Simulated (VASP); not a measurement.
## Ti3In: single point with LDA

Crystal: Ti3In.

```
CELL_PARAMETERS angstrom
-2.04427 2.04427 4.36737
2.04427 -2.04427 4.36737
2.04427 2.04427 -4.36737
ATOMIC_POSITIONS crystal
Ti 0.75000 0.25000 0.50000
Ti 0.25000 0.75000 0.50000
Ti 0.50000 0.50000 0.00000
In 0.00000 0.00000 0.00000
```

```json
{"Program": "VASP 6.6.1", "Task": "single point", "Functional": "LDA", "Potentials or basis": "VASP PAW LDA potentials, release 64 (Ti_sv, In_d)", "Cutoff": "520 eV", "k mesh": "8 × 8 × 8", "Occupations": "fermi-dirac, width 0.05 eV", "Spin": "no spin polarisation", "Dipole correction": "no", "Further INCAR settings": "ALGO = Normal; EDIFF = 1e-06; NBANDS = 32"}
```

```json
{"Pressure": "-8.5 GPa", "Band gap on the k mesh": "zero (an odd number of electrons rules out a gap without spin polarisation)"}
```

Stress tensor (GPa, compression positive):
```
-8.73  0.00  0.00
 0.00 -8.73  0.00
 0.00  0.00 -8.08
```

Levels at points of the mesh, in eV from the Fermi level:
| k point | band 22 | band 23 | band 24 | band 25 | band 26 | band 27 | band 28 | band 29 |
| --- | --- | --- | --- | --- | --- | --- | --- | --- |
| (0.00, 0.00, 0.00) | -1.11 | -0.83 | -0.20 | 0.32 | 0.32 | 0.52 | 1.51 | 1.72 |
| (0.50, 0.00, 0.00) | -0.99 | -0.72 | -0.39 | 0.59 | 0.64 | 0.68 | 1.02 | 1.47 |
| (0.50, 0.50, 0.00) | -1.45 | -1.43 | -0.22 | 0.10 | 0.27 | 0.53 | 1.00 | 1.48 |
| (0.50, 0.50, 0.50) | -0.85 | -0.85 | -0.61 | 0.40 | 1.02 | 1.02 | 1.12 | 1.96 |

Wall time 2.7 min on 1 thread of Intel(R) Xeon(R) Platinum 8488C (Sapphire Rapids) (shared host), peak memory 0.27 GiB.

Caveat: the cell stands under tension; spin-orbit coupling is left out, which moves the levels of the heavy elements.
